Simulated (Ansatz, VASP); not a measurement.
**Fe: VASP beside Ansatz**

File INCAR:

```
SYSTEM = Fe
PREC     = Accurate       ! precision mode
ENCUT    = 520            ! plane-wave cutoff, eV
EDIFF    = 1E-6           ! SCF threshold, eV
ISMEAR   = 0              ! smearing method
SIGMA    = 0.05           ! smearing width, eV
LREAL    = .False.        ! projectors in reciprocal space
LASPH    = .True.         ! aspherical terms in the spheres
NELM     = 150            ! most SCF steps
ALGO     = Normal         ! electronic algorithm
ISIF     = 2              ! what is computed and relaxed
LWAVE    = .False.        ! write WAVECAR
LCHARG   = .False.        ! write CHGCAR
ISPIN    = 2              ! spin polarisation
MAGMOM   = 2.18           ! initial moments
LORBIT   = 11             ! projections on sites
LMAXMIX  = 4              ! l up to which the mixer works
NBANDS   = 14             ! bands
```

The input KPOINTS:

```
Automatic mesh
0
Gamma
  22 22 22
  0 0 0
```

Contents of POSCAR:

```
Fe
1.0
   -1.3656249197      1.3656249197      1.3656249197
    1.3656249197     -1.3656249197      1.3656249197
    1.3656249197      1.3656249197     -1.3656249197
Fe
1
Direct
    0.0000000000      0.0000000000      0.0000000000
```

Input for Ansatz:

```yaml
crystal:
  lattice:
    - [-1.3656249197, 1.3656249197, 1.3656249197]
    - [1.3656249197, -1.3656249197, 1.3656249197]
    - [1.3656249197, 1.3656249197, -1.3656249197]
  atoms:
    - { symbol: Fe, position: [0.0, 0.0, 0.0], spin: 2.18 }
basis:
  ecutwfc: 420
  ecutrho_ratio: 4
kpoints:
  mp_grid: { grid: [22, 22, 22] }
hamiltonian:
  xc: lda
scf:
  occupations: { method: gaussian, width: 0.05 }
output:
  forces: true
  stress: true
  eigenvalues: true
  populations: true
magnetization:
  spin_polarized: true
```

Alike in both runs: task single point; functional LDA; k mesh 22 × 22 × 22; occupations gaussian, width 0.05 eV; collinear spin.

|  | VASP | Ansatz |
| --- | --- | --- |
| version | VASP 6.6.1 | Ansatz 0.2.0 |
| potentials or method | VASP PAW LDA potentials, release 64 (Fe), cutoff 520 eV | scalar-relativistic, plane waves, PAW |
| valence electrons in the cell | 8 | 16 |

Ansatz gave:

* gap on the k mesh at the Fermi level (eV): none
* pressure (GPa): 5.3
* net moment per atom (μB): 1.94
* size of the moment on the site where the two differ most (μB): 1.94

Problem. What did VASP give for the same quantities?

Solution. gap on the k mesh at the Fermi level (eV): none; pressure (GPa): 4.3; net moment per atom (μB): 1.91; size of the moment on the site where the two differ most (μB): 1.88.

LDA's correlation is that of Perdew and Zunger in VASP and of Perdew and Wang (1992) in Ansatz. Site moments also hang on the region over which each program counts them. A gap of «none» marks a metal or a gap that the smearing closes. VASP's potentials hold 8 valence electrons a cell and Ansatz's 16, so a difference there can come from the potentials and not from the codes.
